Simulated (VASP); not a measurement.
Here is a VASP 6.6.1 calculation.

Contents of INCAR:

```
SYSTEM = LaSb
PREC = Accurate ; ENCUT = 520
EDIFF = 1E-6 ; ISMEAR = 0
SIGMA = 0.1 ; LREAL = .FALSE.
LASPH = .TRUE. ; NELM = 60
ALGO = Normal ; ISIF = 2
LWAVE = .FALSE. ; LCHARG = .FALSE.
NBANDS = 15
```

File KPOINTS:

```
Automatic mesh
0
G
  8 8 8
  0 0 0
```

Contents of POSCAR:

```
LaSb
1.0
    0.0000000000      3.1899893727      3.1899893727
    3.1899893727      0.0000000000      3.1899893727
    3.1899893727      3.1899893727      0.0000000000
La Sb
1 1
Direct
    0.0000000000      0.0000000000      0.0000000000
    0.5000000000      0.5000000000      0.5000000000
```

Potentials or basis: VASP PAW LDA potentials, release 64 (La, Sb).

Launch:

```sh
$ cat potpaw_LDA.64/La/POTCAR potpaw_LDA.64/Sb/POTCAR > POTCAR
$ mpirun -np 1 vasp_std > vasp.out
```

Problem. Predict the band gap on the k mesh.

Solution. Zero (bands 8 and 9 overlap by 0.44 eV).

Problem. What does it give for the pressure?

Solution. 0.7 GPa.

Caveat: spin-orbit coupling is left out, which moves the levels of the heavy elements.
